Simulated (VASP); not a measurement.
# N: single point with LDA

N:

```
CELL_PARAMETERS angstrom
7.03385 0.00000 0.00000
0.00000 7.03385 0.00000
0.00000 0.00000 7.03385
ATOMIC_POSITIONS crystal
N 0.24939 0.00264 0.05119
N 0.30808 0.07687 0.92643
N 0.48966 0.90008 0.33325
N 0.48815 0.98201 0.46521
N 0.77235 0.91584 0.99156
N 0.79443 0.80549 0.88576
N 0.00125 0.83702 0.40444
N 0.03321 0.72346 0.30362
N 0.81804 0.39125 0.60840
N 0.95706 0.32240 0.60064
N 0.39643 0.53179 0.10747
N 0.54404 0.50076 0.06593
```

```
Program                : VASP 6.6.1
Task                   : single point
Functional             : LDA
Potentials or basis    : VASP PAW LDA potentials, release 64 (N)
Cutoff                 : 520 eV
k mesh                 : 1 × 1 × 1
Occupations            : fermi-dirac, width 0.02 eV
Spin                   : no spin polarisation
Dipole correction      : no
Further INCAR settings : ALGO = Normal; EDIFF = 1e-06; NBANDS = 42
```

```
Pressure      : 1.3 GPa
Largest force : 2.767 eV/Å
```

Forces in eV/Å, atoms in the order of the input:
```
N   -0.241 -0.105  0.115
N    0.167  0.179 -0.268
N    0.142 -0.944 -1.332
N   -0.005  0.922  1.477
N   -0.390  1.971  1.864
N    0.392 -1.953 -1.920
N   -0.394  1.352  1.245
N    0.324 -1.376 -1.166
N   -1.543  0.763  0.074
N    1.534 -0.767 -0.069
N   -0.395  0.068  0.090
N    0.409 -0.110 -0.111
```

Stress tensor (GPa, compression positive):
```
 0.76 -0.62 -0.33
-0.62  1.41  1.40
-0.33  1.40  1.67
```

Levels at points of the mesh, in eV from the Fermi level:
| k point | band 28 | band 29 | band 30 | band 31 | band 32 | band 33 |
| --- | --- | --- | --- | --- | --- | --- |
| (0.00, 0.00, 0.00) | -0.79 | -0.69 | -0.56 | 6.72 | 6.79 | 6.89 |

It took 19 s on 1 thread of AMD EPYC 7R13 Processor (Zen 3) (shared host), peak memory 0.23 GiB.

Caveat: the k points lie up to 0.89 Å⁻¹ apart, too coarse for converged energies, forces and pressures; the standard files for N, O and F lose accuracy on very short bonds.
